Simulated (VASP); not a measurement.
Runs of VASP 6.6.1 on LaHg. The structure is that of space group Pm-3m (No. 221), or close to it. The cells are those of the table. 

| cell | gap on the mesh (eV) | pressure (GPa) |
| --- | --- | --- |
| a = 3.812 Å, 2 atoms | none | -0.4 |
| a = 3.785 Å, 2 atoms | none | 1.0 |
| a = 3.940 Å, 2 atoms | none | -5.3 |
| a = 3.838 Å, 2 atoms | none | (a) |
| a = 3.890 Å, 2 atoms | none | (b) |

Alike in all rows: task single point; level LDA; potentials or basis VASP PAW LDA potentials, release 64 (La, Hg); no spin polarisation; k mesh 8 × 8 × 8; cutoff (eV) 520; smearing fermi-dirac 0.1 eV.

Estimate the missing entries.

(a) -1.6; (b) -3.7.

Caveats: spin-orbit coupling is left out, which moves the levels of the heavy elements; the cell stands under tension (at least some runs).

A k mesh can miss the band edges, and the runs leave out spin-orbit coupling on Hg, La.

A gap of «none» marks levels without a gap at the run's occupations.
